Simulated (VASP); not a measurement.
Write the native input for VASP 6.6.1 that does the following.

```
Task                   : single point
Functional             : PBEsol
Potentials or basis    : VASP PAW PBE potentials, release 64 (Al, Au)
Cutoff                 : 520 eV
k mesh                 : 12 × 12 × 12
Occupations            : gaussian, width 0.1 eV
Spin                   : no spin polarisation
Dipole correction      : no
Further INCAR settings : ALGO = Fast; EDIFF = 1e-07; NBANDS = 18
```

The structure of Al3Au lies in POSCAR:

```
Al3Au
1.0
    3.8376183334      0.0000000000      0.0000000000
    0.0000000000      3.8376183334      0.0000000000
    0.0000000000      0.0000000000      3.8376183334
Al Au
3 1
Direct
    0.0000000000      0.5000000000      0.5000000000
    0.5000000000      0.0000000000      0.5000000000
    0.5000000000      0.5000000000      0.0000000000
    0.0000000000      0.0000000000      0.0000000000
```

This cell differs from its parent crystal: Cu replaced by Au, lengths x 1.005, strained.

These files were run (other wordings do the same):

INCAR

```
PREC = Accurate
ENCUT = 520
EDIFF = 1E-7
ISMEAR = 0
SIGMA = 0.1
LREAL = False
LASPH = True
NELM = 60
ALGO = Fast
ISIF = 2
LWAVE = False
LCHARG = True
GGA = PS
LELF = True
LVHAR = True
NBANDS = 18
```

KPOINTS

```
regular mesh
0
Gamma
  12 12 12
```

Potentials or basis: VASP PAW PBE potentials, release 64 (Al, Au).

The run is started by

```console
$ cat potpaw_PBE.64/Al/POTCAR potpaw_PBE.64/Au/POTCAR > POTCAR
$ mpirun -np 1 vasp_std > vasp.out
```

It gave:

```
Pressure               : 18.8 GPa
Band gap on the k mesh : zero (bands 10 and 11 overlap by 3.27 eV)
```

Caveat: the cell differs from its parent crystal (Cu replaced by Au, lengths x 1.005, strained); the cell stands under pressure; the PAW data sets were made with another functional, which shifts forces and pressure a little; spin-orbit coupling is left out, which moves the levels of the heavy elements.

Run time: 49 s on 1 thread of Intel(R) Xeon(R) 6975P-C (Granite Rapids) (shared host), peak memory 0.22 GiB.
